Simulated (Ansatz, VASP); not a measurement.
Pb in VASP and in Ansatz

```xyz
1
Lattice="0.0000 2.5546 2.5546 2.5546 0.0000 2.5546 2.5546 2.5546 0.0000" Properties=species:S:1:pos:R:3 pbc="T T T"
Pb    0.0000    0.0000    0.0000
```

Alike in both runs: task single point; functional BLYP; k mesh 17 × 17 × 17; occupations fermi-dirac, width 0.1 eV; no spin polarisation.

```csv
,VASP,Ansatz
version,VASP 6.6.1,Ansatz 0.2.0
potentials or method,"VASP PAW PBE potentials, release 64 (Pb_d), cutoff 520 eV","plane waves (420 eV) with PAW, scalar-relativistic"
valence electrons in the cell,14,14
```

```csv
,VASP,Ansatz,Ansatz less VASP
pressure (GPa),1.6,1.5,-0.07
```

VASP's potentials were made for PBE, not for BLYP. The functional is the same, so the differences come from potentials, cutoffs and numerics.

Neither program's run includes spin-orbit coupling.
